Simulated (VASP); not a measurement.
## TiSnTe3: relaxation of cell and atoms with PBE

Crystal: TiSnTe3.

```
CELL_PARAMETERS angstrom
5.34710 0.00000 0.00000
0.00000 5.34710 0.00000
0.00000 0.00000 5.34710
ATOMIC_POSITIONS crystal
Ti 0.50000 0.50000 0.50000
Sn 0.00000 0.00000 0.00000
Te 0.50000 0.50000 0.00000
Te 0.00000 0.50000 0.50000
Te 0.50000 0.00000 0.50000
```

The cell was generated, and may not be a known phase.

```yaml
Program: VASP 6.6.1
Task: relaxation of cell and atoms
Functional: PBE
Potentials_or_basis: VASP PAW PBE potentials, release 64 (Ti_sv, Sn_d, Te)
Cutoff: 600 eV
k_mesh: 8 × 8 × 8
Occupations: gaussian, width 0.1 eV
Spin: no spin polarisation
Dipole_correction: no
Further_INCAR_settings: ALGO = Normal; EDIFF = 1e-06; IBRION = 2; EDIFFG = -0.01; NSW = 100; ISIF = 3
```

```yaml
Relaxed_volume: 31.06 Å³/atom
Relaxed_cell: a = 5.375 Å, b = 5.375 Å, c = 5.375 Å, α = 90.00°, β = 90.00°, γ = 90.00°
Space_group_after_relaxing_to_0.1_Å: Pm-3m (No. 221)
Energy_gained_by_relaxing: 1.1 meV/atom
Ionic_steps: 3
Pressure_after_relaxing: 0.0 GPa
Band_gap_on_the_k_mesh: zero (bands 22 and 23 overlap by 0.78 eV)
```

The path:
```
step  energy change (eV)  largest force (eV/Å)  pressure (GPa)  volume (Å³)
   1              0.0000                0.0000            0.80       152.88
   2             -0.0048                0.0000           -0.29       156.30
   3             -0.0057                0.0000            0.01       155.28
```

Final structure:
```
Ti Sn Te
1.0
     5.37486    0.00000    0.00000
     0.00000    5.37486    0.00000
     0.00000    0.00000    5.37486
Ti Sn Te
1 1 3
Cartesian
  2.6874 2.6874 2.6874
  0.0000 0.0000 0.0000
  2.6874 2.6874 0.0000
  0.0000 2.6874 2.6874
  2.6874 0.0000 2.6874
```

Levels at points of the mesh, in eV from the Fermi level:
```
           k point  band 20  band 21  band 22  band 23  band 24  band 25
(0.00, 0.00, 0.00)    -0.81    -0.81    -0.81    -0.40    -0.40    -0.40
(0.50, 0.00, 0.00)    -1.41    -0.53    -0.53    -0.37    -0.25     0.47
(0.50, 0.50, 0.00)    -2.64    -2.64    -0.20     0.43     1.09     1.10
(0.50, 0.50, 0.50)     0.38     0.38     0.38     0.48     0.48     0.48
```

Run time: 5.6 min on 1 thread of Intel(R) Xeon(R) Platinum 8488C (Sapphire Rapids), on a shared host, peak memory 0.47 GiB.

Caveat: spin-orbit coupling is left out, which moves the levels of the heavy elements.
